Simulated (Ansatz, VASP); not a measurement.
**V: VASP beside Ansatz**

```
V
1.0
     3.02600    0.00000    0.00000
     0.00000    3.02600    0.00000
     0.00000    0.00000    3.02600
V
2
Direct
  0.00000 0.00000 0.00000
  0.50000 0.50000 0.50000
```

Alike in both runs: task single point; functional r2SCAN; k mesh 10 × 10 × 10; occupations fermi-dirac, width 0.1 eV; collinear spin.

|  | VASP | Ansatz |
| --- | --- | --- |
| version | VASP 6.6.1 | Ansatz 0.2.0 |
| potentials or method | VASP PAW PBE potentials, release 64 (V_sv), cutoff 550 eV | PAW, plane waves, scalar-relativistic |
| valence electrons in the cell | 26 | 26 |

```tsv
	VASP	Ansatz	Ansatz less VASP
pressure (GPa)	-6.8	-7.4	-0.60
net moment per atom (μB)	0.00	0.00	0.000
```

VASP's potentials were made for PBE, not for r2SCAN. Ansatz's warnings: seeded moment not kept, stability check not made.
